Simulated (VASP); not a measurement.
# CdS (Fm-3m) in VASP: further runs

Aim: see how the results for CdS move with the level of theory and the settings. Levels: LDA, HSE06. Tasks: single point.

Everything below comes from runs of VASP 6.6.1. Logs are shortened: lines on timing, memory, paths and dates and some standing lists are left out, and cuts for length are marked.

### Step 1. The cell of the first run

It takes space group Fm-3m (No. 225, cubic). The conventional cell has a = 5.506 Å, b = 5.506 Å, c = 5.506 Å, α = 90.00°, β = 90.00°, γ = 90.00°. Cd (site symmetry m-3m) has 6 S at 2.75 Å within 3.6 Å. Within 3.6 Å of S (site symmetry m-3m) lie 6 Cd at 2.75 Å.

### Step 2. Single point, LDA

Contents of INCAR:

```
SYSTEM = CdS
ALGO = Normal
EDIFF = 1E-6
ENCUT = 500
GGA_COMPAT = .False.
ISIF = 2
ISMEAR = 0
LASPH = .True.
LCHARG = .False.
LREAL = .False.
LWAVE = .False.
NBANDS = 16
NELM = 120
PREC = Accurate
SIGMA = 0.1
```

Contents of KPOINTS:

```
k-points
0
Gamma
  8 8 8
  0 0 0
```

Contents of POSCAR:

```
CdS
1.0
    0.0000000000      2.7532440000      2.7532440000
    2.7532440000      0.0000000000      2.7532440000
    2.7532440000      2.7532440000      0.0000000000
Cd S
1 1
Direct
    0.0000000000      0.0000000000      0.0000000000
    0.5000000000      0.5000000000      0.5000000000
```

Potentials or basis: VASP PAW LDA potentials, release 64 (Cd, S).

Command:

```bash
cat potpaw_LDA.64/Cd/POTCAR potpaw_LDA.64/S/POTCAR > POTCAR
mpirun -np 1 vasp_std > vasp.out
```

OUTCAR:

```text
SYSTEM = CdS
   EDIFF = 1E-6
   ENCUT = 500
   ISIF = 2
   ISMEAR = 0
   LASPH = .True.
   LREAL = .False.
   NELM = 120
   PREC = Accurate

 ion  position               nearest neighbor table
   1  0.000  0.000  0.000-   2 2.75   2 2.75   2 2.75   2 2.75   2 2.75   2 2.75
   2  0.500  0.500  0.500-   1 2.75   1 2.75   1 2.75   1 2.75   1 2.75   1 2.75

  LATTYP: Found a face centered cubic cell.
 ALAT       =     5.5064880000

  Lattice vectors:

 A1 = (   0.0000000000,   2.7532440000,   2.7532440000)
 A2 = (   2.7532440000,   0.0000000000,   2.7532440000)
 A3 = (   2.7532440000,   2.7532440000,   0.0000000000)

Analysis of symmetry for initial positions (statically):
=====================================================================
 Subroutine PRICEL returns:
 Original cell was already a primitive cell.

 Routine SETGRP: Setting up the symmetry group for a
 face centered cubic supercell.

 Subroutine GETGRP returns: Found 48 space group operations
 (whereof 48 operations were pure point group operations)
 out of a pool of 48 trial point group operations.

The static configuration has the point symmetry O_h .

Analysis of symmetry for dynamics (positions and initial velocities):
=====================================================================
 Subroutine PRICEL returns:
 Original cell was already a primitive cell.

 Routine SETGRP: Setting up the symmetry group for a
 face centered cubic supercell.

 Subroutine GETGRP returns: Found 48 space group operations
 (whereof 48 operations were pure point group operations)
 out of a pool of 48 trial point group operations.

The dynamic configuration has the point symmetry O_h .

 Subroutine INISYM returns: Found 48 space group operations
 (whereof 48 operations are pure point group operations),
 and found     1 'primitive' translations

----------------------------------------------------------------------------------------

                                     Primitive cell

  volume of cell :      41.7411

  direct lattice vectors                    reciprocal lattice vectors
     0.000000000  2.753244000  2.753244000    -0.181603955  0.181603955  0.181603955
     2.753244000  0.000000000  2.753244000     0.181603955 -0.181603955  0.181603955
     2.753244000  2.753244000  0.000000000     0.181603955  0.181603955 -0.181603955

  length of vectors
     3.893675005  3.893675005  3.893675005     0.314547277  0.314547277  0.314547277

  position of ions in fractional coordinates (direct lattice)
     0.000000000  0.000000000  0.000000000
     0.500000000  0.500000000  0.500000000

  ion indices of the primitive-cell ions
   primitive index   ion index
                 1           1
                 2           2

----------------------------------------------------------------------------------------

 KPOINTS: k-points

Automatic generation of k-mesh.
 Grid dimensions read from file:
 generate k-points for:    8    8    8

 Generating k-lattice:

  Cartesian coordinates                     Fractional coordinates (reciprocal lattice)
    -0.022700494  0.022700494  0.022700494     0.125000000  0.000000000  0.000000000
     0.022700494 -0.022700494  0.022700494     0.000000000  0.125000000  0.000000000
     0.022700494  0.022700494 -0.022700494     0.000000000  0.000000000  0.125000000

  Length of vectors
     0.039318410  0.039318410  0.039318410

  Shift w.r.t. Gamma in fractional coordinates (k-lattice)
     0.000000000  0.000000000  0.000000000

 Subroutine IBZKPT returns following result:
 ===========================================

 Found     29 irreducible k-points:

 Following reciprocal coordinates:
            Coordinates               Weight
  0.000000  0.000000  0.000000      1.000000
  0.125000  0.000000  0.000000      8.000000
  0.250000  0.000000  0.000000      8.000000
  0.375000  0.000000  0.000000      8.000000
  0.500000  0.000000  0.000000      4.000000
  0.125000  0.125000  0.000000      6.000000
[... 16 lines left out ...]
  0.500000  0.250000  0.125000     48.000000
 -0.375000  0.250000  0.125000     24.000000
 [... further k-points ...]
   k-points           NKPTS =     29   k-points in BZ     NKDIM =     29   number of bands    NBANDS=     16
   number of dos      NEDOS =    301   number of ions     NIONS =      2
   total plane-waves  NPLWV =  21952
   dimension x,y,z NGX =    28 NGY =   28 NGZ =   28
   dimension x,y,z NGXF=    56 NGYF=   56 NGZF=   56
   ions per type =               1   1
   NGX,Y,Z   is equivalent  to a cutoff of  11.95, 11.95, 11.95 a.u.
   NGXF,Y,Z  is equivalent  to a cutoff of  23.91, 23.91, 23.91 a.u.
 SYSTEM =  CdS
   PREC   = accura    normal or accurate (medium, high low for compatibility)
   ISTART =      0    job   : 0-new  1-cont  2-samecut
   ICHARG =      2    charge: 1-file 2-atom 10-const
   ISPIN  =      1    spin polarized calculation?
   LNONCOLLINEAR =      F non collinear calculations
   LSORBIT =      F    spin-orbit coupling
   LASPH  =      T    aspherical Exc in radial PAW
   ENCUT  =  500.0 eV  36.75 Ry    6.06 a.u.   7.10  7.10  7.10*2*pi/ulx,y,z
   NELM   =    120;   NELMIN=  2; NELMDL= -5     # of ELM steps
   EDIFF  = 0.1E-05   stopping-criterion for ELM
   LREAL  =      F    real-space projection
   EDIFFG = 0.1E-04   stopping-criterion for IOM
   NSW    =      0    number of steps for IOM
   IBRION =     -1    ionic relax: 0-MD 1-quasi-New 2-CG
   NFREE  =      0    steps in history (QN), initial steepest desc. (CG)
   ISIF   =      2    stress and relaxation
   ISYM   =      2    0-nonsym 1-usesym 2-fastsym
   POTIM  = 0.5000    time-step for ionic-motion
   TEBEG  =    0.0;   TEEND  =   0.0 temperature during run
   PSTRESS=    0.0 pullay stress
   NELECT =      18.0000    total number of electrons
   NUPDOWN=      -1.0000    fix difference up-down
   EMIN   =  10.00;   EMAX   =-10.00  energy-range for DOS
   EFERMI =   0.00;   METHOD = LEGACY
   ISMEAR =     0;   SIGMA  =   0.10  broadening in eV -4-tet -1-fermi 0-gaus
   EFERMI_NEDOS =   21; number of points for ismear=-14 and -15
   IALGO  =     38    algorithm
   IMIX   =      4    mixing-type and parameters
     AMIX     =   0.40;   BMIX     =  1.00
     AMIX_MAG =   1.60;   BMIX_MAG =  1.00
  volume/ion in A,a.u.               =      20.87       140.84
  Fermi-wavevector in a.u.,A,eV,Ry     =   1.236833  2.337275 20.813583  1.529755
  Thomas-Fermi vector in A             =   2.371425
   LORBIT       =      0    0 simple, 1 ext, 2 COOP (PROOUT), +10 PAW based schemes
   GGA     = CA    functional components
   LHFCALC =     F    Hartree Fock is set to
   AEXX    =    0.0000 exact exchange contribution
   IVDW    =     0    specifies the selected vdW correction
   LEPSILON=     F    determine dielectric tensor
   LRPA    =     F    only Hartree local field effects (RPA)
 non-spin polarized calculation
 Gauss-broadening in eV      SIGMA  =   0.10
  energy-cutoff  :      500.00
  volume of cell :       41.74
 maximum number of plane-waves:      1068
   NGX = 15   NGY = 15   NGZ = 15

 number of electron      17.9999990 magnetization

 Free energy of the ion-electron system (eV)
  ---------------------------------------------------
  ext. energy  EPLUGINS =         0.00000000
  ---------------------------------------------------
  free energy    TOTEN  =        -7.19406605 eV

  energy without entropy =       -7.19246418  energy(sigma->0) =       -7.19326511

 E-fermi :   2.6487     XC(G=0): -10.6605

 val. band max:        2.5647298332   @ k =   0.5000   0.5000   0.0000
 cond. band min:       3.1617322944   @ k =   0.0000   0.0000   0.0000
 fundamental gap:      0.5970024612
 Fermi energy:         2.6486769591

 k-point     1 :       0.0000    0.0000    0.0000
  band No.  band energies     occupation
      1     -10.1007      2.00000
      2      -5.0494      2.00000
      3      -5.0494      2.00000
      4      -5.0451      2.00000
      5      -5.0451      2.00000
      6      -5.0451      2.00000
[... 8 lines left out ...]
     15      13.5774      0.00000
     16      13.5774      0.00000

 k-point     2 :       0.1250    0.0000    0.0000
  band No.  band energies     occupation
      1      -9.9686      2.00000
      2      -5.0937      2.00000
      3      -5.0937      2.00000
      4      -5.0593      2.00000
      5      -5.0170      2.00000
      6      -5.0170      2.00000
[... 8 lines left out ...]
     15      12.6632      0.00000
     16      13.3332      0.00000

 k-point     3 :       0.2500    0.0000    0.0000
  band No.  band energies     occupation
      1      -9.6143      2.00000
      2      -5.1984      2.00000
      3      -5.1984      2.00000
      4      -5.1125      2.00000
      5      -4.9468      2.00000
      6      -4.9468      2.00000
[... 8 lines left out ...]
     15      13.3002      0.00000
     16      13.3002      0.00000

 k-point     4 :       0.3750    0.0000    0.0000
  band No.  band energies     occupation
      1      -9.1884      2.00000
      2      -5.2987      2.00000
      3      -5.2987      2.00000
      4      -5.2178      2.00000
      5      -4.8752      2.00000
      6      -4.8752      2.00000
[... 8 lines left out ...]
     15      14.5710      0.00000
     16      14.5710      0.00000
[... 324 lines left out ...]
 k-point    22 :       0.3750    0.2500    0.1250
  band No.  band energies     occupation
      1      -9.4187      2.00000
      2      -5.2229      2.00000
      3      -5.1356      2.00000
      4      -5.1061      2.00000
      5      -4.9301      2.00000
      6      -4.8619      2.00000
[... 8 lines left out ...]
     15      15.6031      0.00000
     16      16.1945      0.00000

 k-point    23 :       0.5000    0.2500    0.1250
  band No.  band energies     occupation
      1      -9.1441      2.00000
      2      -5.2253      2.00000
      3      -5.1676      2.00000
      4      -5.1017      2.00000
      5      -4.8696      2.00000
      6      -4.7810      2.00000
[... 8 lines left out ...]
     15      16.0083      0.00000
     16      16.4937      0.00000

 k-point    24 :      -0.3750    0.2500    0.1250
  band No.  band energies     occupation
      1      -9.0226      2.00000
      2      -5.2643      2.00000
      3      -5.1373      2.00000
      4      -5.0910      2.00000
      5      -4.8342      2.00000
      6      -4.7435      2.00000
[... 8 lines left out ...]
     15      14.6319      0.00000
     16      16.8491      0.00000

 [... further k-points ...]

------------------------ aborting loop because EDIFF is reached ----------------------------------------

  FORCE on cell =-STRESS in cart. coord.  units (eV):
  Direction    XX          YY          ZZ          XY          YZ          ZX
  --------------------------------------------------------------------------------------
  -------------------------------------------------------------------------------------
  Total       -1.6625140     -1.6625140     -1.6625140      0.0000000      0.0000000      0.0000000
  in kB      -63.8133882    -63.8133882    -63.8133882      0.0000000      0.0000000      0.0000000
  external PRESSURE =     -63.8133882 kB  Pullay stress =       0.0000000 kB

 VOLUME and BASIS-vectors are now :
 -----------------------------------------------------------------------------
  energy-cutoff  :      500.00
  volume of cell :       41.74
      direct lattice vectors                 reciprocal lattice vectors
     0.000000000  2.753244000  2.753244000    -0.181603955  0.181603955  0.181603955
     2.753244000  0.000000000  2.753244000     0.181603955 -0.181603955  0.181603955
     2.753244000  2.753244000  0.000000000     0.181603955  0.181603955 -0.181603955

 POSITION                                       TOTAL-FORCE (eV/Angst)
 -----------------------------------------------------------------------------------
      0.00000      0.00000      0.00000         0.000000     -0.000000      0.000000
      2.75324      2.75324      2.75324        -0.000000      0.000000     -0.000000
 -----------------------------------------------------------------------------------
    total drift:                                0.000000      0.000000      0.000000

  FREE ENERGIE OF THE ION-ELECTRON SYSTEM (eV)
  ---------------------------------------------------
  free  energy   TOTEN  =        -7.1940660506 eV

  energy  without entropy=       -7.1924641787  energy(sigma->0) =       -7.19326511
```

Run time: 18 s. Hardware: 1 thread of Intel Xeon Platinum 8259CL at 2.50GHz (Skylake/Cascade Lake), shared host; peak memory 0.14 GiB.

What came out:

* Free energy: -7.1941 eV
* Pressure: -6.4 GPa

Caveat: the cell stands under tension.

### Step 3. Single point, HSE06

POSCAR is that of step 2.

Contents of INCAR.step1:

```
SYSTEM = CdS
ALGO     = Normal         ! electronic algorithm
EDIFF    = 1E-5           ! SCF threshold, eV
ENCUT    = 400            ! plane-wave cutoff, eV
GGA      = PE             ! functional
GGA_COMPAT= .False.      
ISIF     = 2              ! what is computed and relaxed
ISMEAR   = 0              ! smearing method
LASPH    = .True.         ! aspherical terms in the spheres
LCHARG   = .False.        ! write CHGCAR
LREAL    = .False.        ! projectors in reciprocal space
LWAVE    = .True.         ! write WAVECAR
NBANDS   = 16             ! bands
NELM     = 120            ! most SCF steps
PREC     = Accurate       ! precision mode
SIGMA    = 0.15           ! smearing width, eV
```

Contents of INCAR.step2:

```
SYSTEM = CdS
ALGO     = Normal         ! electronic algorithm
EDIFF    = 1E-6           ! SCF threshold, eV
ENCUT    = 400            ! plane-wave cutoff, eV
GGA      = PE             ! functional
GGA_COMPAT= .False.      
HFSCREEN = 0.2079         ! screening, 1/A
ISIF     = 2              ! what is computed and relaxed
ISMEAR   = 0              ! smearing method
ISTART   = 1            
LASPH    = .True.         ! aspherical terms in the spheres
LCHARG   = .False.        ! write CHGCAR
LHFCALC  = .True.         ! exact exchange
LREAL    = .False.        ! projectors in reciprocal space
LWAVE    = .False.        ! write WAVECAR
NBANDS   = 16             ! bands
NELM     = 120            ! most SCF steps
PREC     = Accurate       ! precision mode
PRECFOCK = Normal       
SIGMA    = 0.15           ! smearing width, eV
```

Contents of KPOINTS:

```
k-points
0
Gamma
  4 4 4
  0 0 0
```

Potentials or basis: VASP PAW PBE potentials, release 64 (Cd, S).

Command:

```bash
cat potpaw_PBE.64/Cd/POTCAR potpaw_PBE.64/S/POTCAR > POTCAR
cp INCAR.step1 INCAR
mpirun -np 1 vasp_std > vasp.out
cp INCAR.step2 INCAR
mpirun -np 1 vasp_std > vasp.out
```

It took 6.8 min on 1 thread of Intel Xeon Platinum 8259CL at 2.50GHz (Skylake/Cascade Lake), shared host; peak memory 0.26 GiB.

Results (log left out):

* Free energy: -7.2830 eV
* Pressure: -2.1 GPa
* Band gap on the k mesh: 1.21 eV (least direct gap 2.55 eV)

Levels at points of the mesh, in eV from the valence-band top:
```
           k point  band 7  band 8  band 9  band 10  band 11  band 12
(0.00, 0.00, 0.00)   -0.69   -0.69   -0.69     1.85    10.34    10.34
(0.50, 0.00, 0.00)   -5.14    0.00    0.00     4.46     7.02     7.02
(0.50, 0.50, 0.00)   -4.43   -2.18   -2.18     1.21     6.95    11.17
```

Caveat: the k points lie up to 0.49 Å⁻¹ apart; the PAW data sets were made with another functional, which shifts forces and pressure a little.
